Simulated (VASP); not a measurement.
Input of a VASP 6.6.1 run:

Contents of INCAR:

```
SYSTEM = Ta
ALGO = Normal
EDIFF = 1E-7
EDIFFG = -0.01
ENCUT = 600
GGA = RE
IBRION = 2
ISIF = 3
ISMEAR = -1
LASPH = .TRUE.
LCHARG = .FALSE.
LREAL = .FALSE.
LWAVE = .FALSE.
NELM = 60
NSW = 80
PREC = Accurate
SIGMA = 0.1
```

Contents of KPOINTS:

```
k-points
0
G
  13 13 13
  0 0 0
```

File POSCAR:

```
Ta
1.0
   -1.6529000000      1.6529000000      1.6529000000
    1.6529000000     -1.6529000000      1.6529000000
    1.6529000000      1.6529000000     -1.6529000000
Ta
1
Direct
    0.0000000000      0.0000000000      0.0000000000
```

Potentials or basis: VASP PAW PBE potentials, release 64 (Ta_pv).

Launch:

```bash
$ cat potpaw_PBE.64/Ta_pv/POTCAR > POTCAR
$ mpirun -np 1 vasp_std > vasp.out
```

Problem. What does it give for the space group after relaxing (to 0.1 Å)?

Solution. Im-3m (No. 229).

Problem. Estimate the relaxed cell.

Solution. a = 2.889 Å, b = 2.889 Å, c = 2.889 Å, α = 109.47°, β = 109.47°, γ = 109.47°.

Final structure:
```cif
data_structure
_symmetry_space_group_name_H-M 'P 1'
_symmetry_Int_Tables_number 1
_cell_length_a 2.8888
_cell_length_b 2.8888
_cell_length_c 2.8888
_cell_angle_alpha 109.471
_cell_angle_beta 109.471
_cell_angle_gamma 109.471
_cell_volume 18.56
loop_
_atom_site_label
_atom_site_type_symbol
_atom_site_fract_x
_atom_site_fract_y
_atom_site_fract_z
_atom_site_occupancy
Ta1 Ta 0.00000 0.00000 0.00000 1
```

 Zero-point motion and thermal expansion aren't in these numbers.
